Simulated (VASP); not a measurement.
# AlN (F-43m) in VASP: a series of runs

AlN is run at these levels: PBE; tasks: single point.

Program: VASP 6.6.1. These are calculated values, not measurements. Logs are shortened: lines on timing, memory, paths and dates and some standing lists are left out, and cuts for length are marked.

## Step 1: The cell of the first run

The structure is cubic, space group F-43m (No. 216). The conventional cell has a = 4.367 Å, b = 4.367 Å, c = 4.367 Å, α = 90.00°, β = 90.00°, γ = 90.00°. Within 2.5 Å of Al (site symmetry -43m) lie 4 N at 1.89 Å. Within 2.5 Å of N (site symmetry -43m) lie 4 Al at 1.89 Å.

## Step 2: Single point, PBE

The input, INCAR:

```
  ALGO = Normal
  EDIFF = 1E-6
  ENCUT = 520
  GGA = PE
  ISIF = 2
  ISMEAR = 0
  LASPH = True
  LCHARG = False
  LREAL = False
  LWAVE = False
  NBANDS = 11
  NELM = 80
  PREC = Accurate
  SIGMA = 0.02
```

The input, KPOINTS:

```
k-points
0
Gamma
  10 10 10
```

The input, POSCAR:

```
AlN
1.0
    0.0000000000      2.1833298487      2.1833298487
    2.1833298487      0.0000000000      2.1833298487
    2.1833298487      2.1833298487      0.0000000000
Al N
1 1
Direct
    0.0000000000      0.0000000000      0.0000000000
    0.7500000000      0.7500000000      0.7500000000
```

Potentials or basis: VASP PAW PBE potentials, release 64 (Al, N).

Started as:

```sh
$ cat potpaw_PBE.64/Al/POTCAR potpaw_PBE.64/N/POTCAR > POTCAR
$ mpirun -np 1 vasp_std > vasp.out
```

OUTCAR:

```text
EDIFF = 1E-6
   ENCUT = 520
   GGA = PE
   ISIF = 2
   ISMEAR = 0
   LASPH = True
   LREAL = False
   NELM = 80
   PREC = Accurate

 ion  position               nearest neighbor table
   1  0.000  0.000  0.000-   2 1.89   2 1.89   2 1.89   2 1.89
   2  0.750  0.750  0.750-   1 1.89   1 1.89   1 1.89   1 1.89

  LATTYP: Found a face centered cubic cell.
 ALAT       =     4.3666596974

  Lattice vectors:

 A1 = (   0.0000000000,   2.1833298487,   2.1833298487)
 A2 = (   2.1833298487,   0.0000000000,   2.1833298487)
 A3 = (   2.1833298487,   2.1833298487,   0.0000000000)

Analysis of symmetry for initial positions (statically):
=====================================================================
 Subroutine PRICEL returns:
 Original cell was already a primitive cell.

 Routine SETGRP: Setting up the symmetry group for a
 face centered cubic supercell.

 Subroutine GETGRP returns: Found 24 space group operations
 (whereof 24 operations were pure point group operations)
 out of a pool of 48 trial point group operations.

The static configuration has the point symmetry T_d .

Analysis of symmetry for dynamics (positions and initial velocities):
=====================================================================
 Subroutine PRICEL returns:
 Original cell was already a primitive cell.

 Routine SETGRP: Setting up the symmetry group for a
 face centered cubic supercell.

 Subroutine GETGRP returns: Found 24 space group operations
 (whereof 24 operations were pure point group operations)
 out of a pool of 48 trial point group operations.

The dynamic configuration has the point symmetry T_d .

 Subroutine INISYM returns: Found 24 space group operations
 (whereof 24 operations are pure point group operations),
 and found     1 'primitive' translations

----------------------------------------------------------------------------------------

                                     Primitive cell

  volume of cell :      20.8156

  direct lattice vectors                    reciprocal lattice vectors
     0.000000000  2.183329849  2.183329849    -0.229007999  0.229007999  0.229007999
     2.183329849  0.000000000  2.183329849     0.229007999 -0.229007999  0.229007999
     2.183329849  2.183329849  0.000000000     0.229007999  0.229007999 -0.229007999

  length of vectors
     3.087694683  3.087694683  3.087694683     0.396653490  0.396653490  0.396653490

  position of ions in fractional coordinates (direct lattice)
     0.000000000  0.000000000  0.000000000
     0.750000000  0.750000000  0.750000000

  ion indices of the primitive-cell ions
   primitive index   ion index
                 1           1
                 2           2

----------------------------------------------------------------------------------------

 KPOINTS: k-points

Automatic generation of k-mesh.
 Grid dimensions read from file:
 generate k-points for:   10   10   10

 Generating k-lattice:

  Cartesian coordinates                     Fractional coordinates (reciprocal lattice)
    -0.022900800  0.022900800  0.022900800     0.100000000  0.000000000  0.000000000
     0.022900800 -0.022900800  0.022900800     0.000000000  0.100000000  0.000000000
     0.022900800  0.022900800 -0.022900800     0.000000000  0.000000000  0.100000000

  Length of vectors
     0.039665349  0.039665349  0.039665349

  Shift w.r.t. Gamma in fractional coordinates (k-lattice)
     0.000000000  0.000000000  0.000000000

 Subroutine IBZKPT returns following result:
 ===========================================

 Found     47 irreducible k-points:

 Following reciprocal coordinates:
            Coordinates               Weight
  0.000000  0.000000  0.000000      1.000000
  0.100000  0.000000  0.000000      8.000000
  0.200000  0.000000  0.000000      8.000000
  0.300000  0.000000  0.000000      8.000000
  0.400000  0.000000  0.000000      8.000000
  0.500000  0.000000  0.000000      4.000000
[... 16 lines left out ...]
  0.300000  0.300000  0.000000      6.000000
  0.400000  0.300000  0.000000     24.000000
 [... further k-points ...]
   k-points           NKPTS =     47   k-points in BZ     NKDIM =     47   number of bands    NBANDS=     11
   number of dos      NEDOS =    301   number of ions     NIONS =      2
   total plane-waves  NPLWV =  13824
   dimension x,y,z NGX =    24 NGY =   24 NGZ =   24
   dimension x,y,z NGXF=    48 NGYF=   48 NGZF=   48
   ions per type =               1   1
   NGX,Y,Z   is equivalent  to a cutoff of  12.92, 12.92, 12.92 a.u.
   NGXF,Y,Z  is equivalent  to a cutoff of  25.84, 25.84, 25.84 a.u.
 SYSTEM =  unknown system
   PREC   = accura    normal or accurate (medium, high low for compatibility)
   ISTART =      0    job   : 0-new  1-cont  2-samecut
   ICHARG =      2    charge: 1-file 2-atom 10-const
   ISPIN  =      1    spin polarized calculation?
   LNONCOLLINEAR =      F non collinear calculations
   LSORBIT =      F    spin-orbit coupling
   LASPH  =      T    aspherical Exc in radial PAW
   ENCUT  =  520.0 eV  38.22 Ry    6.18 a.u.   5.74  5.74  5.74*2*pi/ulx,y,z
   NELM   =     80;   NELMIN=  2; NELMDL= -5     # of ELM steps
   EDIFF  = 0.1E-05   stopping-criterion for ELM
   LREAL  =      F    real-space projection
   EDIFFG = 0.1E-04   stopping-criterion for IOM
   NSW    =      0    number of steps for IOM
   IBRION =     -1    ionic relax: 0-MD 1-quasi-New 2-CG
   NFREE  =      0    steps in history (QN), initial steepest desc. (CG)
   ISIF   =      2    stress and relaxation
   ISYM   =      2    0-nonsym 1-usesym 2-fastsym
   POTIM  = 0.5000    time-step for ionic-motion
   TEBEG  =    0.0;   TEEND  =   0.0 temperature during run
   PSTRESS=    0.0 pullay stress
   NELECT =       8.0000    total number of electrons
   NUPDOWN=      -1.0000    fix difference up-down
   EMIN   =  10.00;   EMAX   =-10.00  energy-range for DOS
   EFERMI =   0.00;   METHOD = LEGACY
   ISMEAR =     0;   SIGMA  =   0.02  broadening in eV -4-tet -1-fermi 0-gaus
   EFERMI_NEDOS =   21; number of points for ismear=-14 and -15
   IALGO  =     38    algorithm
   IMIX   =      4    mixing-type and parameters
     AMIX     =   0.40;   BMIX     =  1.00
     AMIX_MAG =   1.60;   BMIX_MAG =  1.00
  volume/ion in A,a.u.               =      10.41        70.24
  Fermi-wavevector in a.u.,A,eV,Ry     =   1.190261  2.249267 19.275657  1.416721
  Thomas-Fermi vector in A             =   2.326350
   LORBIT       =      0    0 simple, 1 ext, 2 COOP (PROOUT), +10 PAW based schemes
   GGA     = PE    functional components
   LHFCALC =     F    Hartree Fock is set to
   AEXX    =    0.0000 exact exchange contribution
   IVDW    =     0    specifies the selected vdW correction
   LEPSILON=     F    determine dielectric tensor
   LRPA    =     F    only Hartree local field effects (RPA)
 non-spin polarized calculation
 Gauss-broadening in eV      SIGMA  =   0.02
  energy-cutoff  :      520.00
  volume of cell :       20.82
 maximum number of plane-waves:       571
   NGX = 11   NGY = 11   NGZ = 11

 number of electron       8.0000000 magnetization

 Free energy of the ion-electron system (eV)
  ---------------------------------------------------
  ext. energy  EPLUGINS =         0.00000000
  ---------------------------------------------------
  free energy    TOTEN  =       -14.83988488 eV

  energy without entropy =      -14.83988488  energy(sigma->0) =      -14.83988488

 E-fermi :   6.1340     XC(G=0): -10.9376

 val. band max:        5.9786203871   @ k =   0.0000   0.0000   0.0000
 cond. band min:       9.2968312657   @ k =   0.5000   0.5000   0.0000
 fundamental gap:      3.3182108786
 Fermi energy:         6.1340042604

 k-point     1 :       0.0000    0.0000    0.0000
  band No.  band energies     occupation
      1      -9.0074      2.00000
      2       5.9786      2.00000
      3       5.9786      2.00000
      4       5.9786      2.00000
      5      10.1826      0.00000
      6      18.5480      0.00000
      7      18.5480      0.00000
      8      18.5480      0.00000
      9      23.6747      0.00000
     10      23.6747      0.00000
     11      25.0783      0.00000

 k-point     2 :       0.1000    0.0000    0.0000
  band No.  band energies     occupation
      1      -8.8609      2.00000
      2       5.1675      2.00000
      3       5.9270      2.00000
      4       5.9270      2.00000
      5      10.8429      0.00000
      6      18.1594      0.00000
      7      18.6820      0.00000
      8      18.6820      0.00000
      9      22.4176      0.00000
     10      22.4176      0.00000
     11      24.2893      0.00000

 k-point     3 :       0.2000    0.0000    0.0000
  band No.  band energies     occupation
      1      -8.4439      2.00000
      2       3.5626      2.00000
      3       5.7983      2.00000
      4       5.7983      2.00000
      5      11.9674      0.00000
      6      17.3580      0.00000
      7      18.6112      0.00000
      8      18.6112      0.00000
      9      21.8865      0.00000
     10      21.8865      0.00000
     11      23.4197      0.00000

 k-point     4 :       0.3000    0.0000    0.0000
  band No.  band energies     occupation
      1      -7.8380      2.00000
      2       1.9161      2.00000
      3       5.6508      2.00000
      4       5.6508      2.00000
      5      12.8108      0.00000
      6      16.5975      0.00000
      7      17.9488      0.00000
      8      17.9488      0.00000
      9      22.9474      0.00000
     10      22.9474      0.00000
     11      23.2321      0.00000
[... 239 lines left out ...]
 k-point    22 :      -0.2000    0.2000    0.0000
  band No.  band energies     occupation
      1      -7.6389      2.00000
      2       2.2195      2.00000
      3       4.2878      2.00000
      4       5.7246      2.00000
      5      13.5465      0.00000
      6      15.9442      0.00000
      7      17.3888      0.00000
      8      18.4881      0.00000
      9      20.9634      0.00000
     10      24.4366      0.00000
     11      27.3492      0.00000

 k-point    23 :       0.3000    0.3000    0.0000
  band No.  band energies     occupation
      1      -7.4615      2.00000
      2       2.4628      2.00000
      3       4.7389      2.00000
      4       4.7389      2.00000
      5      11.3116      0.00000
      6      15.6879      0.00000
      7      17.8718      0.00000
      8      20.4914      0.00000
      9      20.4914      0.00000
     10      26.3733      0.00000
     11      29.7700      0.00000

 k-point    24 :       0.4000    0.3000    0.0000
  band No.  band energies     occupation
      1      -6.9981      2.00000
      2       1.8284      2.00000
      3       4.2765      2.00000
      4       4.5753      2.00000
      5      10.8965      0.00000
      6      15.5204      0.00000
      7      18.2423      0.00000
      8      20.5775      0.00000
      9      21.0881      0.00000
     10      27.3025      0.00000
     11      29.5592      0.00000

 [... further k-points ...]

------------------------ aborting loop because EDIFF is reached ----------------------------------------

  FORCE on cell =-STRESS in cart. coord.  units (eV):
  Direction    XX          YY          ZZ          XY          YZ          ZX
  --------------------------------------------------------------------------------------
  -------------------------------------------------------------------------------------
  Total        0.6206798      0.6206798      0.6206798      0.0000000      0.0000000      0.0000000
  in kB       47.7738417     47.7738417     47.7738417      0.0000000      0.0000000      0.0000000
  external PRESSURE =      47.7738417 kB  Pullay stress =       0.0000000 kB

 VOLUME and BASIS-vectors are now :
 -----------------------------------------------------------------------------
  energy-cutoff  :      520.00
  volume of cell :       20.82
      direct lattice vectors                 reciprocal lattice vectors
     0.000000000  2.183329849  2.183329849    -0.229007999  0.229007999  0.229007999
     2.183329849  0.000000000  2.183329849     0.229007999 -0.229007999  0.229007999
     2.183329849  2.183329849  0.000000000     0.229007999  0.229007999 -0.229007999

 POSITION                                       TOTAL-FORCE (eV/Angst)
 -----------------------------------------------------------------------------------
      0.00000      0.00000      0.00000         0.000000      0.000000      0.000000
      3.27499      3.27499      3.27499        -0.000000     -0.000000     -0.000000
 -----------------------------------------------------------------------------------
    total drift:                               -0.000000     -0.000000     -0.000000

  FREE ENERGIE OF THE ION-ELECTRON SYSTEM (eV)
  ---------------------------------------------------
  free  energy   TOTEN  =       -14.8398848785 eV

  energy  without entropy=      -14.8398848785  energy(sigma->0) =      -14.83988488
```

It took 6.3 s on 1 thread of Intel Xeon Platinum 8259CL at 2.50GHz (Skylake/Cascade Lake), shared host; peak memory 0.13 GiB.

Results:

```yaml
Free_energy: -14.8399 eV
Pressure: 4.8 GPa
Band_gap_on_the_k_mesh: 3.32 eV (least direct gap 4.20 eV)
```

Caveat: the cell stands under pressure. A k mesh can miss the band edges.

## Step 3: Single point, PBE

The input, INCAR:

```
SYSTEM = AlN
PREC = Accurate ; ENCUT = 520
EDIFF = 1E-6 ; ISMEAR = 0
SIGMA = 0.02 ; LREAL = .False.
LASPH = .True. ; NELM = 60
ALGO = Normal ; ISIF = 2
LWAVE = .False. ; LCHARG = .False.
GGA = PE ; NBANDS = 11
```

The input, KPOINTS:

```
regular mesh
0
Gamma
  10 10 10
  0 0 0
```

POSCAR is that of step 2.

Potentials or basis: VASP PAW PBE potentials, release 64 (Al, N).

Started as:

```sh
$ cat potpaw_PBE.64/Al/POTCAR potpaw_PBE.64/N/POTCAR > POTCAR
$ mpirun -np 1 vasp_std > vasp.out
```

It took 6.5 s on 1 thread of Intel Xeon Platinum 8259CL at 2.50GHz (Skylake/Cascade Lake), shared host; peak memory 0.14 GiB.

Results (log left out):

- Free energy: -14.8399 eV
- Pressure: 4.8 GPa
- Band gap on the k mesh: 3.32 eV (least direct gap 4.20 eV)

Levels at points of the mesh, in eV from the valence-band top:
```csv
k point,band 2,band 3,band 4,band 5,band 6,band 7
"(0.00, 0.00, 0.00)",0.00,0.00,0.00,4.20,12.57,12.57
"(0.50, 0.00, 0.00)",-5.86,-0.48,-0.48,7.39,9.87,11.15
"(0.50, 0.50, 0.00)",-4.90,-1.77,-1.77,3.32,8.62,13.97
```

Caveat: the cell stands under pressure.

## Step 4: Single point, PBE

This run uses another cell than the first one, of 10.18 Å³/atom.

The input, INCAR:

```
SYSTEM = AlN
PREC = Accurate
ENCUT = 520
EDIFF = 1E-6
ISMEAR = 0
SIGMA = 0.02
LREAL = .FALSE.
LASPH = .TRUE.
NELM = 100
ALGO = Normal
ISIF = 2
LWAVE = .FALSE.
LCHARG = .FALSE.
GGA = PE
NBANDS = 11
```

The input, KPOINTS:

```
Automatic mesh
0
G
  10 10 10
  0 0 0
```

The input, POSCAR:

```
AlN
1.0
    0.0000000000      2.1669596899      2.1669596899
    2.1669596899      0.0000000000      2.1669596899
    2.1669596899      2.1669596899      0.0000000000
Al N
1 1
Direct
    0.0000000000      0.0000000000      0.0000000000
    0.7500000000      0.7500000000      0.7500000000
```

Started as:

```sh
$ cat potpaw_PBE.64/Al/POTCAR potpaw_PBE.64/N/POTCAR > POTCAR
$ mpirun -np 1 vasp_std > vasp.out
```

It took 6.1 s on 1 thread of Intel Xeon Platinum 8259CL at 2.50GHz (Skylake/Cascade Lake), shared host; peak memory 0.13 GiB.

The run converged. Its results:

```yaml
Free_energy: -14.8186 eV
Pressure: 9.8 GPa
Band_gap_on_the_k_mesh: 3.33 eV (least direct gap 4.41 eV)
```

Levels at points of the mesh, in eV from the valence-band top:
| k point | band 2 | band 3 | band 4 | band 5 | band 6 | band 7 |
| --- | --- | --- | --- | --- | --- | --- |
| (0.00, 0.00, 0.00) | 0.00 | 0.00 | 0.00 | 4.41 | 12.80 | 12.80 |
| (0.50, 0.00, 0.00) | -5.95 | -0.48 | -0.48 | 7.59 | 10.03 | 11.30 |
| (0.50, 0.50, 0.00) | -4.97 | -1.80 | -1.80 | 3.33 | 8.76 | 14.28 |

Caveat: the cell stands under pressure. A k mesh can miss the band edges.

## Step 5: Single point, PBE

This run uses another cell than the first one, of 10.67 Å³/atom.

The input, INCAR:

```
SYSTEM = AlN
  PREC = Accurate
  ENCUT = 520
  EDIFF = 1E-6
  ISMEAR = 0
  SIGMA = 0.02
  LREAL = .FALSE.
  LASPH = .TRUE.
  NELM = 100
  ALGO = Normal
  ISIF = 2
  LWAVE = .FALSE.
  LCHARG = .FALSE.
  GGA = PE
  NBANDS = 11
```

KPOINTS is that of step 4.

The input, POSCAR:

```
AlN
1.0
    0.0000000000      2.2015871044      2.2015871044
    2.2015871044      0.0000000000      2.2015871044
    2.2015871044      2.2015871044      0.0000000000
Al N
1 1
Direct
    0.0000000000      0.0000000000      0.0000000000
    0.7500000000      0.7500000000      0.7500000000
```

Started as:

```sh
$ cat potpaw_PBE.64/Al/POTCAR potpaw_PBE.64/N/POTCAR > POTCAR
$ mpirun -np 1 vasp_std > vasp.out
```

It took 6.7 s on 1 thread of Intel Xeon Platinum 8259CL at 2.50GHz (Skylake/Cascade Lake), shared host; peak memory 0.13 GiB.

It converged, with:

```yaml
Free_energy: -14.8474 eV
Pressure: -0.3 GPa
Band_gap_on_the_k_mesh: 3.30 eV (least direct gap 3.98 eV)
```

Levels at points of the mesh, in eV from the valence-band top:
```csv
k point,band 1,band 2,band 3,band 4,band 5,band 6,band 7,band 8
"(0.00, 0.00, 0.00)",-14.84,0.00,0.00,0.00,3.98,12.32,12.32,12.32
"(0.50, 0.00, 0.00)",-12.87,-5.75,-0.48,-0.48,7.16,9.70,11.00,11.00
"(0.50, 0.50, 0.00)",-12.25,-4.83,-1.75,-1.75,3.30,8.47,13.64,15.44
```

A k mesh can miss the band edges.

## Step 6: Single point, PBE

This run uses another cell than the first one, of 10.79 Å³/atom.

The input, INCAR:

```
PREC = Accurate
ENCUT = 520
EDIFF = 1E-6
ISMEAR = 0
SIGMA = 0.02
LREAL = F
LASPH = T
NELM = 60
ALGO = Normal
ISIF = 2
LWAVE = F
LCHARG = F
GGA = PE
NBANDS = 11
```

The input, KPOINTS:

```
regular mesh
0
Gamma
  10 10 10
```

The input, POSCAR:

```
AlN
1.0
    0.0000000000      2.2095150007      2.2095150007
    2.2095150007      0.0000000000      2.2095150007
    2.2095150007      2.2095150007      0.0000000000
Al N
1 1
Direct
    0.0000000000      0.0000000000      0.0000000000
    0.7500000000      0.7500000000      0.7500000000
```

Potentials or basis: VASP PAW PBE potentials, release 64 (Al, N).

Started as:

```sh
$ cat potpaw_PBE.64/Al/POTCAR potpaw_PBE.64/N/POTCAR > POTCAR
$ mpirun -np 1 vasp_std > vasp.out
```

Wall time 7.1 s (1 thread of Intel Xeon Platinum 8259CL at 2.50GHz (Skylake/Cascade Lake), shared host); peak memory 0.13 GiB.

Results (log left out):

```yaml
Free_energy: -14.8457 eV
Pressure: -2.3 GPa
Band_gap_on_the_k_mesh: 3.30 eV (least direct gap 3.89 eV)
```

Levels at points of the mesh, in eV from the valence-band top:
```csv
k point,band 1,band 2,band 3,band 4,band 5,band 6,band 7,band 8,band 9
"(0.00, 0.00, 0.00)",-14.78,0.00,0.00,0.00,3.89,12.22,12.22,12.22,17.41
"(0.50, 0.00, 0.00)",-12.84,-5.71,-0.48,-0.48,7.06,9.63,10.93,10.93,17.53
"(0.50, 0.50, 0.00)",-12.23,-4.80,-1.74,-1.74,3.30,8.40,13.50,15.30,15.30
```

A k mesh can miss the band edges.

## Step 7: The runs side by side

```csv
cell,gap on the mesh (eV),pressure (GPa)
"a = 3.088 Å, angles 60.0°, 2 atoms",3.32,4.8
"a = 3.065 Å, angles 60.0°, 2 atoms",3.33,9.8
"a = 3.114 Å, angles 60.0°, 2 atoms",3.30,-0.3
"a = 3.125 Å, angles 60.0°, 2 atoms",3.30,-2.3
```

Alike in all rows: task single point; level PBE; potentials or basis VASP PAW PBE potentials, release 64 (Al, N); no spin polarisation; k mesh 10 × 10 × 10; cutoff (eV) 520; smearing gaussian 0.02 eV.

Caveats: the cell stands under pressure (at least some runs).

Total energies depend on the potentials used, so only differences within one code and one set of settings carry meaning.
